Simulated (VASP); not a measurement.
Input of a VASP 6.6.1 run:

File INCAR:

```
SYSTEM = Si2W
  ALGO = Normal
  EDIFF = 1E-6
  ENCUT = 520
  GGA = PS
  ISIF = 2
  ISMEAR = -1
  LASPH = .True.
  LCHARG = .False.
  LREAL = .False.
  LWAVE = .False.
  NBANDS = 18
  NELM = 100
  PREC = Accurate
  SIGMA = 0.1
```

KPOINTS

```
k-points
0
Gamma
  13 13 13
  0 0 0
```

File POSCAR:

```
Si2W
1.0
   -1.6280458460      1.6280458460      3.9664684080
    1.6280458460     -1.6280458460      3.9664684080
    1.6280458460      1.6280458460     -3.9664684080
Si W
2 1
Direct
    0.3347000000      0.3347000000      0.0000000000
    0.6653000000      0.6653000000      0.0000000000
    0.0000000000      0.0000000000      0.0000000000
```

Potentials or basis: VASP PAW PBE potentials, release 64 (Si, W_sv).

Launch:

```console
$ cat potpaw_PBE.64/Si/POTCAR potpaw_PBE.64/W_sv/POTCAR > POTCAR
$ mpirun -np 1 vasp_std > vasp.out
```

(1) Predict the band gap on the k mesh.

(2) Estimate the pressure.

Answers

(1) zero (band 11 reaches 11.98 eV, above the bottom of band 12 at 10.85 eV).

(2) -9.8 GPa.

Caveat: the PAW data sets were made with another functional, which shifts forces and pressure a little; spin-orbit coupling is left out, which moves the levels of the heavy elements.
